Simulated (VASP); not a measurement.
C:

```
C
1.0
     0.00000    1.77693    1.77693
     1.77693    0.00000    1.77693
     1.77693    1.77693    0.00000
C
2
Cartesian
  0.0000 0.0000 0.0000
  0.8885 0.8885 0.8885
```

Base run:

```yaml
Program: VASP 6.6.1
Functional: PBEsol
Potentials_or_basis: VASP PAW PBE potentials, release 64 (C)
Cutoff: 520 eV
k_mesh: 12 × 12 × 12
Occupations: gaussian, width 0.02 eV
Spin: no spin polarisation
```

Its results: band gap on the k mesh 4.06 eV, indirect (least direct gap 5.57 eV); pressure 1.1 GPa.

Task: The run is repeated on the same cell with these changes: potentials or basis from VASP PAW PBE potentials, release 64 (C) to VASP PAW PBE potentials, release 64 (C_h); cutoff from 520 eV to 910 eV. What comes out?

Result: Band gap on the k mesh 4.07 eV, indirect (least direct gap 5.57 eV); pressure 0.0 GPa.

Caveats: the PAW data sets were made with another functional, which shifts forces and pressure a little; the cutoff is under 1.25 times the usual one of these potentials, so pressure, stress and relaxed cells hold a basis-set (Pulay) error (some runs).

A k mesh can miss the band edges.
